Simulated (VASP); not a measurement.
# LiNbO3 (R3c) in VASP: single point with r2SCAN+rVV10

Aim: the single point of LiNbO3 with r2SCAN+rVV10.

Everything below comes from runs of VASP 6.6.1. Logs are shortened: lines on timing, memory, paths and dates and some standing lists are left out, and cuts for length are marked.

### 1 The cell of the first run

The structure is trigonal, space group R3c (No. 161). Conventional cell: a = 5.116 Å, b = 5.116 Å, c = 13.839 Å, α = 90.00°, β = 90.00°, γ = 120.00°. Within 2.7 Å of Li (site symmetry 3) lie 6 O at 2.03 to 2.23 Å. Within 2.5 Å of Nb (site symmetry 3) lie 6 O at 1.88 to 2.13 Å. O (site symmetry 1) has 2 Nb at 1.88 to 2.13 Å and 2 Li at 2.03 to 2.23 Å within 2.5 Å.

### 2 Single point, r2SCAN+rVV10

POSCAR reads:

```
LiNbO3
1.0
    2.5581289410      1.4769364327      4.6128340477
   -2.5581289410      1.4769364327      4.6128340477
    0.0000000000     -2.9538728654      4.6128340477
Li Nb O
2 2 6
Direct
    0.7821784742      0.7821784742      0.7821784742
    0.2821784742      0.2821784742      0.2821784742
    0.5000172403      0.5000172403      0.5000172403
    1.0000172403      1.0000172403      0.0000172403
    0.6060343600      0.2189541641      0.8648157614
    0.8648157614      0.6060343600      0.2189541641
    0.1060343600      0.3648157614      0.7189541641
    0.2189541641      0.8648157614      0.6060343600
    0.7189541641      0.1060343600      0.3648157614
    0.3648157614      0.7189541641      0.1060343600
```

INCAR.step1 reads:

```
PREC     = Accurate       # precision mode
ENCUT    = 520            # plane-wave cutoff, eV
ISMEAR   = -1             # smearing method
SIGMA    = 0.03           # smearing width, eV
LREAL    = F              # projectors in reciprocal space
LASPH    = T              # aspherical terms in the spheres
NELM     = 60             # most SCF steps
NBANDS   = 45             # bands
GGA      = PE             # functional
ALGO     = Normal         # electronic algorithm
EDIFF    = 1E-4           # SCF threshold, eV
LWAVE    = T              # write WAVECAR
LCHARG   = F              # write CHGCAR
```

INCAR.step2 reads:

```
PREC     = Accurate       # precision mode
ENCUT    = 520            # plane-wave cutoff, eV
EDIFF    = 1E-6           # SCF threshold, eV
ISMEAR   = -1             # smearing method
SIGMA    = 0.03           # smearing width, eV
LREAL    = F              # projectors in reciprocal space
LASPH    = T              # aspherical terms in the spheres
NELM     = 60             # most SCF steps
ALGO     = Normal         # electronic algorithm
ISIF     = 2              # what is computed and relaxed
LWAVE    = F              # write WAVECAR
LCHARG   = T              # write CHGCAR
METAGGA  = R2SCAN         # meta-GGA
LMIXTAU  = T            
LUSE_VDW = T            
IVDW_NL  = 2            
BPARAM   = 11.95        
CPARAM   = 0.0093       
LELF     = T              # ELF
LVHAR    = T            
NBANDS   = 45             # bands
ISTART   = 1
```

KPOINTS reads:

```
Automatic mesh
0
Gamma
  8 8 8
```

Potentials or basis: VASP PAW PBE potentials, release 64 (Li_sv, Nb_sv, O).

The run is started by

```bash
$ cat potpaw_PBE.64/Li_sv/POTCAR potpaw_PBE.64/Nb_sv/POTCAR potpaw_PBE.64/O/POTCAR > POTCAR
$ cp INCAR.step1 INCAR
$ mpirun -np 1 vasp_std > vasp.out
$ cp INCAR.step2 INCAR
$ mpirun -np 1 vasp_std > vasp.out
```

OUTCAR:

```text
PREC = Accurate
   ENCUT = 520
   EDIFF = 1E-6
   ISMEAR = -1
   LREAL = F
   LASPH = T
   NELM = 60
   ISIF = 2
   METAGGA = R2SCAN
   IVDW_NL = 2
   BPARAM = 11.95
   ISTART = 1

 ion  position               nearest neighbor table
   1  0.782  0.782  0.782-  10 2.03   9 2.03   7 2.03   6 2.23   8 2.23   5 2.23
   2  0.282  0.282  0.282-   8 2.03   5 2.03   6 2.03   7 2.23  10 2.23   9 2.23
   3  0.500  0.500  0.500-   6 1.88   5 1.88   8 1.88   7 2.13  10 2.13   9 2.13
   4  0.000  0.000  0.000-   7 1.88   9 1.88  10 1.88   6 2.13   8 2.13   5 2.13
   5  0.606  0.219  0.865-   3 1.88   2 2.03   4 2.13   1 2.23
   6  0.865  0.606  0.219-   3 1.88   2 2.03   4 2.13   1 2.23
   7  0.106  0.365  0.719-   4 1.88   1 2.03   3 2.13   2 2.23
   8  0.219  0.865  0.606-   3 1.88   2 2.03   4 2.13   1 2.23
   9  0.719  0.106  0.365-   4 1.88   1 2.03   3 2.13   2 2.23
  10  0.365  0.719  0.106-   4 1.88   1 2.03   3 2.13   2 2.23

  LATTYP: Found a trigonal (rhomboedric) cell.
 ALAT       =     5.4775544595
 COS(alpha) =     0.5637841422

  Lattice vectors:

 A1 = (   2.5581289410,   1.4769364327,   4.6128340477)
 A2 = (  -2.5581289410,   1.4769364327,   4.6128340477)
 A3 = (   0.0000000000,  -2.9538728654,   4.6128340477)

Analysis of symmetry for initial positions (statically):
=====================================================================
 Subroutine PRICEL returns:
 Original cell was already a primitive cell.

 Routine SETGRP: Setting up the symmetry group for a
 trigonal (rhombohedral) supercell.

 Subroutine GETGRP returns: Found  6 space group operations
 (whereof  3 operations were pure point group operations)
 out of a pool of 12 trial point group operations.

The static configuration has the point symmetry C_3 .
 The point group associated with its full space group is C_3v.

Analysis of symmetry for dynamics (positions and initial velocities):
=====================================================================
 Subroutine PRICEL returns:
 Original cell was already a primitive cell.

 Routine SETGRP: Setting up the symmetry group for a
 trigonal (rhombohedral) supercell.

 Subroutine GETGRP returns: Found  6 space group operations
 (whereof  3 operations were pure point group operations)
 out of a pool of 12 trial point group operations.

The dynamic configuration has the point symmetry C_3 .
 The point group associated with its full space group is C_3v.

 Subroutine INISYM returns: Found  6 space group operations
 (whereof  3 operations are pure point group operations),
[... 116 lines left out ...]
   IBRION =     -1    ionic relax: 0-MD 1-quasi-New 2-CG
   NFREE  =      0    steps in history (QN), initial steepest desc. (CG)
   ISIF   =      2    stress and relaxation
   ISYM   =      2    0-nonsym 1-usesym 2-fastsym
   POTIM  = 0.5000    time-step for ionic-motion
   TEBEG  =    0.0;   TEEND  =   0.0 temperature during run
   PSTRESS=    0.0 pullay stress
   NELECT =      68.0000    total number of electrons
   NUPDOWN=      -1.0000    fix difference up-down
   EMIN   =  10.00;   EMAX   =-10.00  energy-range for DOS
   EFERMI =   0.00;   METHOD = LEGACY
   ISMEAR =    -1;   SIGMA  =   0.03  broadening in eV -4-tet -1-fermi 0-gaus
   EFERMI_NEDOS =   21; number of points for ismear=-14 and -15
   IALGO  =     38    algorithm
   IMIX   =      4    mixing-type and parameters
     AMIX     =   0.40;   BMIX     =  1.00
     AMIX_MAG =   1.60;   BMIX_MAG =  1.00
  volume/ion in A,a.u.               =      10.46        70.57
  Fermi-wavevector in a.u.,A,eV,Ry     =   1.418328  2.680251 27.370221  2.011655
  Thomas-Fermi vector in A             =   2.539465
   LORBIT       =      0    0 simple, 1 ext, 2 COOP (PROOUT), +10 PAW based schemes
   METAGGA = R2SCAN    functional components
   LHFCALC =     F    Hartree Fock is set to
   AEXX    =    0.0000 exact exchange contribution
   IVDW_NL    =     2    kernel type
   BPARAM     =11.9500
   IVDW    =     0    specifies the selected vdW correction
   LEPSILON=     F    determine dielectric tensor
   LRPA    =     F    only Hartree local field effects (RPA)
 non-spin polarized calculation
  energy-cutoff  :      520.00
  volume of cell :      104.57
 maximum number of plane-waves:      2849
 NGX is ok and might be reduce to    42
   NGX = 21   NGY = 21   NGZ = 21

 number of electron      68.0000002 magnetization

 Free energy of the ion-electron system (eV)
  ---------------------------------------------------
  ext. energy  EPLUGINS =         0.00000000
  ---------------------------------------------------
  free energy    TOTEN  =      -116.90556493 eV

  energy without entropy =     -116.90556493  energy(sigma->0) =     -116.90556493

 E-fermi :   3.9443     XC(G=0): -11.6437

 val. band max:        3.2915773788   @ k =   0.1250   0.1250   0.1250
 cond. band min:       7.2780600610   @ k =  -0.3750   0.3750   0.0000
 fundamental gap:      3.9864826822
 Fermi energy:         3.9443173816

 k-point     1 :       0.0000    0.0000    0.0000
  band No.  band energies     occupation
      1     -52.5548      2.00000
      2     -52.5368      2.00000
      3     -40.3887      2.00000
      4     -40.3858      2.00000
      5     -28.1511      2.00000
      6     -28.1511      2.00000
[... 1141 lines left out ...]
     44      13.3892      0.00000
     45      13.6664      0.00000

 [... further k-points ...]
[... 5 lines left out ...]
  --------------------------------------------------------------------------------------
  -------------------------------------------------------------------------------------
  Total       -0.0553944     -0.0553944     -0.0761956      0.0000000     -0.0000000      0.0000000
  in kB       -0.8487363     -0.8487363     -1.1674469      0.0000000     -0.0000000      0.0000000
  external PRESSURE =      -0.9549732 kB  Pullay stress =       0.0000000 kB

 VOLUME and BASIS-vectors are now :
 -----------------------------------------------------------------------------
  energy-cutoff  :      520.00
  volume of cell :      104.57
      direct lattice vectors                 reciprocal lattice vectors
     2.558128941  1.476936433  4.612834048     0.195455355  0.112846202  0.072262156
    -2.558128941  1.476936433  4.612834048    -0.195455355  0.112846202  0.072262156
     0.000000000 -2.953872865  4.612834048     0.000000000 -0.225692404  0.072262156

 POSITION                                       TOTAL-FORCE (eV/Angst)
 -----------------------------------------------------------------------------------
      0.00000      0.00000     10.82418         0.000000     -0.000000     -0.006318
      0.00000      0.00000      3.90493         0.000000     -0.000000     -0.006318
      0.00000      0.00000      6.91949         0.000000     -0.000000     -0.025140
      0.00000      0.00000      0.00024         0.000000     -0.000000     -0.025140
      0.99020     -1.33610      7.79479         0.012768     -0.016569      0.010486
      0.66200      1.52559      7.79479         0.007965      0.019342      0.010486
     -0.66200     -1.42828      5.48837        -0.007965      0.019342      0.010486
     -1.65220     -0.18949      7.79479        -0.020733     -0.002773      0.010486
      1.56793      0.14084      5.48837        -0.012768     -0.016569      0.010486
     -0.90593      1.28745      5.48837         0.020733     -0.002773      0.010486
 -----------------------------------------------------------------------------------
    total drift:                               -0.000000     -0.000001     -0.071454

  FREE ENERGIE OF THE ION-ELECTRON SYSTEM (eV)
  ---------------------------------------------------
  free  energy   TOTEN  =      -116.9055649340 eV

  energy  without entropy=     -116.9055649340  energy(sigma->0) =     -116.90556493
```

OUTCAR.step1:

```text
PREC = Accurate
   ENCUT = 520
   ISMEAR = -1
   LREAL = F
   LASPH = T
[... 1406 lines left out ...]
     -0.66200     -1.42828      5.48837        -0.064808      0.055198      0.027117
     -1.65220     -0.18949      7.79479        -0.080206      0.028526      0.027117
      1.56793      0.14084      5.48837        -0.015399     -0.083724      0.027117
     -0.90593      1.28745      5.48837         0.080206      0.028526      0.027117
 -----------------------------------------------------------------------------------
    total drift:                                0.000000     -0.000001      0.000519

  FREE ENERGIE OF THE ION-ELECTRON SYSTEM (eV)
  ---------------------------------------------------
  free  energy   TOTEN  =       -79.9776770527 eV

  energy  without entropy=      -79.9776770527  energy(sigma->0) =      -79.97767705
```

It took 32 min on 1 thread of Intel Xeon Platinum 8488C (Sapphire Rapids), shared host; peak memory 0.7 GiB.

Results:

```
Free energy            : -116.9056 eV
Largest force          : 0.025 eV/Å
Band gap on the k mesh : 3.99 eV, indirect (least direct gap 4.07 eV)
```

Forces in eV/Å, atoms in the order of the input:
```
Li   0.000  0.000 -0.006
Li   0.000  0.000 -0.006
Nb   0.000  0.000 -0.025
Nb   0.000  0.000 -0.025
O    0.013 -0.017  0.010
O    0.008  0.019  0.010
O   -0.008  0.019  0.010
O   -0.021 -0.003  0.010
O   -0.013 -0.017  0.010
O    0.021 -0.003  0.010
```

Caveat: the cutoff is under 1.25 times the usual one of these potentials, so pressure, stress and relaxed cells hold a basis-set (Pulay) error; the PAW data sets were made with another functional, which shifts forces and pressure a little.
